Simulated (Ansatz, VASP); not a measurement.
**Lu2AsP in VASP and in Ansatz**

File POSCAR:

```
Lu2AsP
1.0
    1.9790096176      1.1425817355      6.4642861718
   -1.9790096176      1.1425817355      6.4642861718
    0.0000000000     -2.2851634709      6.4642861718
P As Lu
1 1 2
Direct
    1.0000000000      0.0000000000      0.0000000000
    0.5000000000      0.5000000000      0.5000000000
    0.2521726355      0.2521726355      0.2521726355
    0.7478273645      0.7478273645      0.7478273645
```

The input INCAR.step1:

```
PREC = Accurate
ENCUT = 520
ISMEAR = -1
SIGMA = 0.02
LREAL = F
LASPH = T
NELM = 100
NBANDS = 38
GGA = PE
ALGO = Normal
EDIFF = 1E-4
LWAVE = T
LCHARG = F
```

File INCAR.step2:

```
PREC = Accurate
ENCUT = 520
EDIFF = 1E-6
ISMEAR = -1
SIGMA = 0.02
LREAL = F
LASPH = T
NELM = 100
ALGO = Normal
ISIF = 2
LWAVE = F
LCHARG = T
METAGGA = R2SCAN
LMIXTAU = T
LELF = T
LVHAR = T
NBANDS = 38
ISTART = 1
```

File KPOINTS:

```
Automatic mesh
0
Gamma
  6 6 6
```

Input for Ansatz:

```yaml
crystal:
  lattice:
    - [1.9790096176, 1.1425817355, 6.4642861718]
    - [-1.9790096176, 1.1425817355, 6.4642861718]
    - [0.0, -2.2851634709, 6.4642861718]
  atoms:
    - { symbol: P, position: [1.0, 0.0, 0.0] }
    - { symbol: As, position: [0.5, 0.5, 0.5] }
    - { symbol: Lu, position: [0.2521726355, 0.2521726355, 0.2521726355] }
    - { symbol: Lu, position: [0.7478273645, 0.7478273645, 0.7478273645] }
kpoints:
  mp_grid: { grid: [6, 6, 6] }
hamiltonian:
  xc: r2scan
scf:
  occupations: { method: fermi_dirac, width: 0.02 }
  n_extra_bands: 5
output:
  forces: true
  stress: true
  eigenvalues: true
  write_density: true
  write_potential: true
  elf: true
  volumetric_format: npy
```

Alike in both runs: task single point; functional r2SCAN; k mesh 6 × 6 × 6; occupations fermi-dirac, width 0.02 eV; no spin polarisation.

|  | VASP | Ansatz |
| --- | --- | --- |
| version | VASP 6.6.1 | Ansatz 0.2.0 |
| potentials or method | VASP PAW PBE potentials, release 64 (P, As, Lu) | plane waves, PAW |
| plane-wave cutoff (eV) | 520 | 500 |
| valence electrons in the cell | 60 | 70 |

|  | VASP | Ansatz | Ansatz less VASP |
| --- | --- | --- | --- |
| pressure (GPa) | 0.5 | 0.0 | -0.48 |
| rms of the force components (eV/Å) | 0.004 | 0.003 | -0.0018 |

VASP's potentials were made for PBE, not for r2SCAN. Atom by atom the forces differ by 0.002 eV/Å (rms over components). The functional is the same, so the differences come from potentials, cutoffs and numerics. VASP's potentials hold 60 valence electrons a cell and Ansatz's 70, so a difference there can come from the potentials and not from the codes.

Spin-orbit coupling is off throughout.
